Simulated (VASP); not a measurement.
Wanted: the native input for a VASP 6.6.1 run.

```
Task                   : single point
Functional             : PBEsol
Potentials or basis    : VASP PAW PBE potentials, release 64 (I, Na_pv)
Cutoff                 : 520 eV
k mesh                 : 6 × 6 × 6
Occupations            : fermi-dirac, width 0.05 eV
Spin                   : no spin polarisation
Dipole correction      : no
Further INCAR settings : ALGO = Normal; EDIFF = 1e-06; NBANDS = 14
```

The structure of NaI lies in POSCAR:

```
NaI
1.0
    0.0000000000      3.2364000000      3.2040360000
    3.2364000000      0.0000000000      3.2040360000
    3.2364000000      3.2364000000      0.0000000000
I Na
1 1
Direct
    0.5000000000      0.5000000000      0.5000000000
    0.0000000000      0.0000000000      0.0000000000
```

One way to write it, as run:

INCAR

```
ALGO     = Normal         # electronic algorithm
EDIFF    = 1E-6           # SCF threshold, eV
ENCUT    = 520            # plane-wave cutoff, eV
GGA      = PS             # functional
ISIF     = 2              # what is computed and relaxed
ISMEAR   = -1             # smearing method
LASPH    = True           # aspherical terms in the spheres
LCHARG   = False          # write CHGCAR
LREAL    = False          # projectors in reciprocal space
LWAVE    = False          # write WAVECAR
NBANDS   = 14             # bands
NELM     = 80             # most SCF steps
PREC     = Accurate       # precision mode
SIGMA    = 0.05           # smearing width, eV
```

KPOINTS

```
k-points
0
Gamma
  6 6 6
```

Potentials or basis: VASP PAW PBE potentials, release 64 (I, Na_pv).

Run with:

```sh
$ cat potpaw_PBE.64/I/POTCAR potpaw_PBE.64/Na_pv/POTCAR > POTCAR
$ mpirun -np 1 vasp_std > vasp.out
```

Results of the run:

The pressure is -0.3 GPa. The band gap on the k mesh is 3.53 eV.

Caveat: the PAW data sets were made with another functional, which shifts forces and pressure a little; spin-orbit coupling is left out, which moves the levels of the heavy elements.

Wall time 34 s on 1 thread of Intel Xeon 8259CL, on a shared host, peak memory 0.21 GiB.
